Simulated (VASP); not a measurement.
Wanted: the native input for a VASP 6.6.1 run.

```
Task                   : single point
Functional             : PBE
Potentials or basis    : VASP PAW PBE potentials, release 64 (In_d, P)
Cutoff                 : 520 eV
k mesh                 : 4 × 4 × 1
Occupations            : fermi-dirac, width 0.1 eV
Spin                   : no spin polarisation
Dipole correction      : yes
Electric field (eV/Å)  : 0.1
Further INCAR settings : ALGO = Normal; EDIFF = 1e-07; NBANDS = 26; EFIELD = -0.1
```

The structure of InP lies in POSCAR:

```
InP
1.0
    4.1443528445      0.0000000000      0.0000000000
    2.0721764223      3.5891148456      0.0000000000
    0.0000000000      0.0000000000     16.2298124097
In P
2 2
Direct
    0.0000000000      0.0000000000      0.3696900401
    0.3333333333      0.3333333333      0.5781859760
    0.3333333333      0.3333333333      0.4218140240
    0.6666666667      0.6666666667      0.6303099599
```

These files were run (other wordings do the same):

INCAR

```
SYSTEM = InP
  PREC = Accurate
  ENCUT = 520
  EDIFF = 1E-7
  ISMEAR = -1
  SIGMA = 0.1
  LREAL = .FALSE.
  LASPH = .TRUE.
  NELM = 60
  ALGO = Normal
  ISIF = 2
  LWAVE = .FALSE.
  LCHARG = .TRUE.
  LDIPOL = .TRUE.
  IDIPOL = 3
  DIPOL = 0.5 0.5 0.500
  GGA = PE
  LELF = .TRUE.
  LVHAR = .TRUE.
  LVACPOTAV = .TRUE.
  EFIELD = -0.1
  NBANDS = 26
```

KPOINTS

```
Automatic mesh
0
G
  4 4 1
  0 0 0
```

Potentials or basis: VASP PAW PBE potentials, release 64 (In_d, P).

The run is started by

```bash
$ cat potpaw_PBE.64/In_d/POTCAR potpaw_PBE.64/P/POTCAR > POTCAR
$ mpirun -np 1 vasp_std > vasp.out
```

It gave:

* Largest force: 1.153 eV/Å
* Band gap on the k mesh: 0.21 eV, indirect (least direct gap 0.52 eV)

Caveat: the k points lie up to 0.44 Å⁻¹ apart; spin-orbit coupling is left out, which moves the levels of the heavy elements.

Wall time 2 min on 1 thread of Intel Xeon 6975P-C, on a shared host, peak memory 0.34 GiB.
